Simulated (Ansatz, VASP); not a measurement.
## SnO2 in VASP and in Ansatz

File INCAR:

```
ALGO = Normal ; EDIFF = 1E-7
ENCUT = 520 ; GGA = PS
ISIF = 2 ; ISMEAR = 0
LASPH = True ; LCHARG = True
LELF = True ; LREAL = False
LVHAR = True ; LWAVE = False
NBANDS = 20 ; NELM = 60
PREC = Accurate ; SIGMA = 0.05
```

KPOINTS

```
k-points
0
Gamma
  12 12 12
```

POSCAR

```
SnO2
1.0
    1.6589000000      0.9577663616      4.6455666667
   -1.6589000000      0.9577663616      4.6455666667
    0.0000000000     -1.9155327231      4.6455666667
Sn O
1 2
Direct
    0.5000000000      0.5000000000      0.5000000000
    0.2414378084      0.2414378084      0.2414378084
    0.7585621916      0.7585621916      0.7585621916
```

Input for Ansatz:

```yaml
crystal:
  lattice:
    - [1.6589, 0.9577663616, 4.6455666667]
    - [-1.6589, 0.9577663616, 4.6455666667]
    - [0.0, -1.9155327231, 4.6455666667]
  atoms:
    - { symbol: Sn, position: [0.5, 0.5, 0.5] }
    - { symbol: O, position: [0.2414378084, 0.2414378084, 0.2414378084] }
    - { symbol: O, position: [0.7585621916, 0.7585621916, 0.7585621916] }
basis:
  ecutwfc: 520.0
kpoints:
  mp_grid: { grid: [12, 12, 12] }
hamiltonian:
  xc: pbesol
  pseudopotentials: { kind: paw, azcp: { folder: soft_1 } }
scf:
  occupations: { method: gaussian, width: 0.05 }
output:
  forces: true
  stress: true
  eigenvalues: true
```

Alike in both runs: task single point; functional PBEsol; k mesh 12 × 12 × 12; occupations gaussian, width 0.05 eV; no spin polarisation.

|  | VASP | Ansatz |
| --- | --- | --- |
| version | VASP 6.6.1 | Ansatz 0.2.0 |
| potentials or method | VASP PAW PBE potentials, release 64 (Sn_d, O), cutoff 520 eV | scalar-relativistic, plane waves, PAW |
| valence electrons in the cell | 26 | 26 |

|  | VASP | Ansatz | Ansatz less VASP |
| --- | --- | --- | --- |
| gap on the k mesh at the Fermi level (eV) | 1.17 | 1.19 | +0.019 |
| least direct gap on the mesh (eV) | 1.18 | 1.19 | +0.017 |
| pressure (GPa) | -13.6 | -14.0 | -0.47 |
| traceless stress, the component that is largest in VASP (GPa) | 4.32 | 4.66 | +0.341 |
| rms of the force components (eV/Å) | 0.498 | 0.521 | +0.0222 |

VASP's potentials were made for PBE, not for PBEsol, and Ansatz warns of the same on its side. Atom by atom the forces differ by 0.022 eV/Å (rms over components). With one functional, cell and mesh, what is left measures potentials, basis and numerics.
